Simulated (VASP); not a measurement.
# Sb (P6_3/mmc) in VASP: notebook

Aim: see how the results for Sb move with the level of theory and the settings. Levels: LDA, r2SCAN, PBEsol. Tasks: electric field gradients.

All numbers are computed with VASP 6.6.1; they aren't measurements. Logs are shortened: lines on timing, memory, paths and dates and some standing lists are left out, and cuts for length are marked.

## (1) The cell of the first run

It takes space group P6_3/mmc (No. 194, hexagonal). Conventional cell: a = 3.413 Å, b = 3.413 Å, c = 5.400 Å, α = 90.00°, β = 90.00°, γ = 120.00°. Within 4.4 Å of Sb (site symmetry -6m2) lie 12 Sb at 3.34 to 3.41 Å.

## (2) Electric field gradients, LDA (functional lda, volume scaled by 1.04)

The input, INCAR:

```
SYSTEM = Sb
PREC = Accurate ; ENCUT = 400
EDIFF = 1E-8 ; ISMEAR = -1
SIGMA = 0.05 ; LREAL = .FALSE.
LASPH = .TRUE. ; NELM = 120
ALGO = Normal ; ISIF = 2
LWAVE = .FALSE. ; LCHARG = .FALSE.
GGA = CA ; LEFG = .TRUE.
NBANDS = 12 ; GGA_COMPAT = .FALSE.
```

The input, KPOINTS:

```
Automatic mesh
0
G
  12 12 7
  0 0 0
```

The input, POSCAR:

```
Sb
1.0
    3.4133342133      0.0000000000      0.0000000000
   -1.7066671067      2.9560341404      0.0000000000
    0.0000000000      0.0000000000      5.4001396224
Sb
2
Direct
    0.3333333333      0.6666666667      0.2500000000
    0.6666666667      0.3333333333      0.7500000000
```

Potentials or basis: VASP PAW LDA potentials, release 64 (Sb).

Run with:

```console
$ cat potpaw_LDA.64/Sb/POTCAR > POTCAR
$ mpirun -np 1 vasp_std > vasp.out
```

OUTCAR:

```text
SYSTEM = Sb
   PREC = Accurate
   ENCUT = 400
   EDIFF = 1E-8
   ISMEAR = -1
   LREAL = .FALSE.
   LASPH = .TRUE.
   NELM = 120
   ISIF = 2
   GGA = CA

 ion  position               nearest neighbor table
   1  0.333  0.667  0.250-   2 3.34   2 3.34   2 3.34   2 3.34   2 3.34   2 3.34
   2  0.667  0.333  0.750-   1 3.34   1 3.34   1 3.34   1 3.34   1 3.34   1 3.34

  LATTYP: Found a hexagonal cell.
 ALAT       =     3.4133342133
 C/A-ratio  =     1.5820717471

  Lattice vectors:

 A1 = (   3.4133342133,   0.0000000000,   0.0000000000)
 A2 = (  -1.7066671067,   2.9560341404,   0.0000000000)
 A3 = (   0.0000000000,   0.0000000000,   5.4001396224)

Analysis of symmetry for initial positions (statically):
=====================================================================
 Subroutine PRICEL returns:
 Original cell was already a primitive cell.

 Routine SETGRP: Setting up the symmetry group for a
 hexagonal supercell.

 Subroutine GETGRP returns: Found 24 space group operations
 (whereof 12 operations were pure point group operations)
 out of a pool of 24 trial point group operations.

The static configuration has the point symmetry D_3d.
 The point group associated with its full space group is D_6h.

Analysis of symmetry for dynamics (positions and initial velocities):
=====================================================================
 Subroutine PRICEL returns:
 Original cell was already a primitive cell.

 Routine SETGRP: Setting up the symmetry group for a
 hexagonal supercell.

 Subroutine GETGRP returns: Found 24 space group operations
 (whereof 12 operations were pure point group operations)
 out of a pool of 24 trial point group operations.

The dynamic configuration has the point symmetry D_3d.
 The point group associated with its full space group is D_6h.

 Subroutine INISYM returns: Found 24 space group operations
 (whereof 12 operations are pure point group operations),
 and found     1 'primitive' translations

----------------------------------------------------------------------------------------

                                     Primitive cell

  volume of cell :      54.4870

  direct lattice vectors                    reciprocal lattice vectors
     3.413334213  0.000000000  0.000000000     0.292968674  0.169145543  0.000000000
    -1.706667107  2.956034140  0.000000000     0.000000000  0.338291086  0.000000000
     0.000000000  0.000000000  5.400139622     0.000000000  0.000000000  0.185180397

  length of vectors
     3.413334213  3.413334213  5.400139622     0.338291086  0.338291086  0.185180397

  position of ions in fractional coordinates (direct lattice)
     0.333333333  0.666666667  0.250000000
     0.666666667  0.333333333  0.750000000

  ion indices of the primitive-cell ions
   primitive index   ion index
                 1           1
                 2           2

----------------------------------------------------------------------------------------

 KPOINTS: Automatic mesh

Automatic generation of k-mesh.
 Grid dimensions read from file:
 generate k-points for:   12   12    7

 Generating k-lattice:

  Cartesian coordinates                     Fractional coordinates (reciprocal lattice)
     0.024414056  0.014095462  0.000000000     0.083333333  0.000000000  0.000000000
     0.000000000  0.028190924  0.000000000     0.000000000  0.083333333  0.000000000
     0.000000000  0.000000000  0.026454342     0.000000000  0.000000000  0.142857143

  Length of vectors
     0.028190924  0.028190924  0.026454342

  Shift w.r.t. Gamma in fractional coordinates (k-lattice)
     0.000000000  0.000000000  0.000000000

 Subroutine IBZKPT returns following result:
 ===========================================
[... 36 lines left out ...]
   NGX,Y,Z   is equivalent  to a cutoff of  11.69, 11.69, 11.08 a.u.
   NGXF,Y,Z  is equivalent  to a cutoff of  23.38, 23.38, 22.17 a.u.
 SYSTEM =  Sb
   PREC   = accura    normal or accurate (medium, high low for compatibility)
   ISTART =      0    job   : 0-new  1-cont  2-samecut
   ICHARG =      2    charge: 1-file 2-atom 10-const
   ISPIN  =      1    spin polarized calculation?
   LNONCOLLINEAR =      F non collinear calculations
   LSORBIT =      F    spin-orbit coupling
   LASPH  =      T    aspherical Exc in radial PAW
   ENCUT  =  400.0 eV  29.40 Ry    5.42 a.u.   5.57  5.57  8.81*2*pi/ulx,y,z
   NELM   =    120;   NELMIN=  2; NELMDL= -5     # of ELM steps
   EDIFF  = 0.1E-07   stopping-criterion for ELM
   LREAL  =      F    real-space projection
   EDIFFG = 0.1E-06   stopping-criterion for IOM
   NSW    =      0    number of steps for IOM
   IBRION =     -1    ionic relax: 0-MD 1-quasi-New 2-CG
   NFREE  =      0    steps in history (QN), initial steepest desc. (CG)
   ISIF   =      2    stress and relaxation
   ISYM   =      2    0-nonsym 1-usesym 2-fastsym
   POTIM  = 0.5000    time-step for ionic-motion
   TEBEG  =    0.0;   TEEND  =   0.0 temperature during run
   PSTRESS=    0.0 pullay stress
   NELECT =      10.0000    total number of electrons
   NUPDOWN=      -1.0000    fix difference up-down
   EMIN   =  10.00;   EMAX   =-10.00  energy-range for DOS
   EFERMI =   0.00;   METHOD = LEGACY
   ISMEAR =    -1;   SIGMA  =   0.05  broadening in eV -4-tet -1-fermi 0-gaus
   EFERMI_NEDOS =   21; number of points for ismear=-14 and -15
   IALGO  =     38    algorithm
   IMIX   =      4    mixing-type and parameters
     AMIX     =   0.40;   BMIX     =  1.00
     AMIX_MAG =   1.60;   BMIX_MAG =  1.00
  volume/ion in A,a.u.               =      27.24       183.85
  Fermi-wavevector in a.u.,A,eV,Ry     =   0.930344  1.758096 11.776396  0.865541
  Thomas-Fermi vector in A             =   2.056723
   LORBIT       =      0    0 simple, 1 ext, 2 COOP (PROOUT), +10 PAW based schemes
   GGA     = CA    functional components
   LHFCALC =     F    Hartree Fock is set to
   AEXX    =    0.0000 exact exchange contribution
   IVDW    =     0    specifies the selected vdW correction
   LEPSILON=     F    determine dielectric tensor
   LRPA    =     F    only Hartree local field effects (RPA)
 non-spin polarized calculation
  energy-cutoff  :      400.00
  volume of cell :       54.49
 maximum number of plane-waves:      1020
 NGX is ok and might be reduce to    24
   NGX = 11   NGY = 11   NGZ = 17

 number of electron      10.0000001 magnetization

 Free energy of the ion-electron system (eV)
  ---------------------------------------------------
  ext. energy  EPLUGINS =         0.00000000
  ---------------------------------------------------
  free energy    TOTEN  =        -9.11770247 eV

  energy without entropy =       -9.10752541  energy(sigma->0) =       -9.11261394

 E-fermi :   8.2762     XC(G=0): -10.3212

 val. band max:        8.2714203808   @ k =   0.3333   0.2500   0.0000
 cond. band min:       8.3600032831   @ k =   0.5000   0.0000   0.0000
 fundamental gap:      0.0885829022
 Fermi energy:         8.2762264479

 k-point     1 :       0.0000    0.0000    0.0000
  band No.  band energies     occupation
      1      -4.6019      2.00000
      2      -0.6466      2.00000
      3       2.5881      2.00000
      4      11.3621      0.00000
      5      11.3621      0.00000
      6      13.0587      0.00000
      7      13.0587      0.00000
      8      13.8901      0.00000
      9      15.4715      0.00000
     10      17.0200      0.00000
     11      17.8331      0.00000
     12      17.8331      0.00000
[... 331 lines left out ...]
 k-point    24 :       0.3333    0.0000    0.1429
  band No.  band energies     occupation
      1      -2.6793      2.00000
      2       0.2381      2.00000
      3       4.2067      2.00000
      4       5.5767      2.00000
      5       7.2126      2.00000
      6       8.9549      0.00000
      7      10.6989      0.00000
      8      11.9062      0.00000
      9      13.2344      0.00000
     10      15.3529      0.00000
     11      17.0616      0.00000
     12      17.8185      0.00000

 [... further k-points ...]

------------------------ aborting loop because EDIFF is reached ----------------------------------------

  FORCE on cell =-STRESS in cart. coord.  units (eV):
  Direction    XX          YY          ZZ          XY          YZ          ZX
  --------------------------------------------------------------------------------------
  -------------------------------------------------------------------------------------
  Total       -1.1149548     -1.1149548     -1.5300125      0.0000000     -0.0000000      0.0000000
  in kB      -32.7849541    -32.7849541    -44.9896196      0.0000000     -0.0000000      0.0000000
  external PRESSURE =     -36.8531759 kB  Pullay stress =       0.0000000 kB

 VOLUME and BASIS-vectors are now :
 -----------------------------------------------------------------------------
  energy-cutoff  :      400.00
  volume of cell :       54.49
      direct lattice vectors                 reciprocal lattice vectors
     3.413334213  0.000000000  0.000000000     0.292968674  0.169145543  0.000000000
    -1.706667107  2.956034140  0.000000000     0.000000000  0.338291086  0.000000000
     0.000000000  0.000000000  5.400139622     0.000000000  0.000000000  0.185180397

 POSITION                                       TOTAL-FORCE (eV/Angst)
 -----------------------------------------------------------------------------------
     -0.00000      1.97069      1.35003         0.000000      0.000000      0.000000
      1.70667      0.98534      4.05010        -0.000000     -0.000000      0.000000
 -----------------------------------------------------------------------------------
    total drift:                               -0.000000      0.000000      0.000000

  FREE ENERGIE OF THE ION-ELECTRON SYSTEM (eV)
  ---------------------------------------------------
  free  energy   TOTEN  =        -9.1177024682 eV

  energy  without entropy=       -9.1075254054  energy(sigma->0) =       -9.11261394

 Electric field gradients (V/A^2)
---------------------------------------------------------------------
 ion       V_xx      V_yy      V_zz      V_xy      V_xz      V_yz
---------------------------------------------------------------------
   1     -12.073   -12.072    24.145     0.000     0.000    -0.000
   2     -12.073   -12.072    24.145     0.000    -0.000     0.000
---------------------------------------------------------------------

 Electric field gradients after diagonalization (V/A^2)
 (convention: |V_zz| > |V_xx| > |V_yy|)
----------------------------------------------------------------------
 ion       V_xx      V_yy      V_zz     asymmetry (V_yy - V_xx)/ V_zz
----------------------------------------------------------------------
   1     -12.073   -12.072    24.145       0.000
   2     -12.073   -12.072    24.145       0.000
----------------------------------------------------------------------

           NMR quadrupolar parameters

 Cq : quadrupolar parameter    Cq=e*Q*V_zz/h
 eta: asymmetry parameters     (V_yy - V_xx)/ V_zz
 Q  : nuclear electric quadrupole moment in mb (millibarn)
----------------------------------------------------------------------
 ion       Cq(MHz)       eta       Q (mb)
----------------------------------------------------------------------
   1       0.058       0.000       1.000
   2       0.058       0.000       1.000
----------------------------------------------------------------------
```

Run time: 16 s. Hardware: 1 thread of Intel Xeon 6975P-C, shared host; peak memory 0.15 GiB.

What came out:

```yaml
Free_energy: -9.1177 eV
Pressure: -3.7 GPa
Band_gap_on_the_k_mesh: zero (band 5 reaches 12.01 eV, above the bottom of band 6 at 5.48 eV)
```

Stress tensor (GPa, compression positive):
```
-3.28  0.00  0.00
 0.00 -3.28  0.00
 0.00  0.00 -4.50
```

Electric field gradients, principal values (V/Å²):
```tsv
atom	least	middle	greatest (by size)
1 Sb	-12.072	-12.073	24.145
2 Sb	-12.072	-12.073	24.145
```

Caveat: without QUAD_EFG the Cq values of the log hold for a quadrupole moment of 1 mb, not for the nuclei; spin-orbit coupling is left out, which moves the levels of the heavy elements.

[end of part 1 of 3]
